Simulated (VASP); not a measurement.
Here is a VASP 6.6.1 calculation.

File POSCAR:

```
MgSe
1.0
    0.0000000000      2.7633692098      2.7633692098
    2.7633692098      0.0000000000      2.7633692098
    2.7633692098      2.7633692098      0.0000000000
Mg Se
1 1
Direct
    0.0000000000      0.0000000000      0.0000000000
    0.5000000000      0.5000000000      0.5000000000
```

INCAR.step1

```
  PREC = Accurate
  ENCUT = 660
  ISMEAR = 0
  SIGMA = 0.01
  LREAL = F
  LASPH = T
  NELM = 120
  NBANDS = 11
  GGA = PE
  ALGO = Normal
  EDIFF = 1E-5
  LWAVE = T
  LCHARG = F
  GGA_COMPAT = F
```

INCAR.step2

```
  PREC = Accurate
  ENCUT = 660
  EDIFF = 1E-6
  ISMEAR = 0
  SIGMA = 0.01
  LREAL = F
  LASPH = T
  NELM = 120
  ALGO = Normal
  ISIF = 2
  LWAVE = F
  LCHARG = F
  METAGGA = R2SCAN
  LMIXTAU = T
  NBANDS = 11
  ISTART = 1
  GGA_COMPAT = F
```

Contents of KPOINTS:

```
regular mesh
0
Gamma
  6 6 6
```

Potentials or basis: VASP PAW PBE potentials, release 64 (Mg, Se).

Launch:

```sh
$ cat potpaw_PBE.64/Mg/POTCAR potpaw_PBE.64/Se/POTCAR > POTCAR
$ cp INCAR.step1 INCAR
$ mpirun -np 1 vasp_std > vasp.out
$ cp INCAR.step2 INCAR
$ mpirun -np 1 vasp_std > vasp.out
```

(1) What does it give for the pressure?

(2) What does it give for the band gap on the k mesh?

Results:

(1) -2.1 GPa.

(2) 2.39 eV, indirect (least direct gap 3.20 eV).

Caveat: the PAW data sets were made with another functional, which shifts forces and pressure a little.
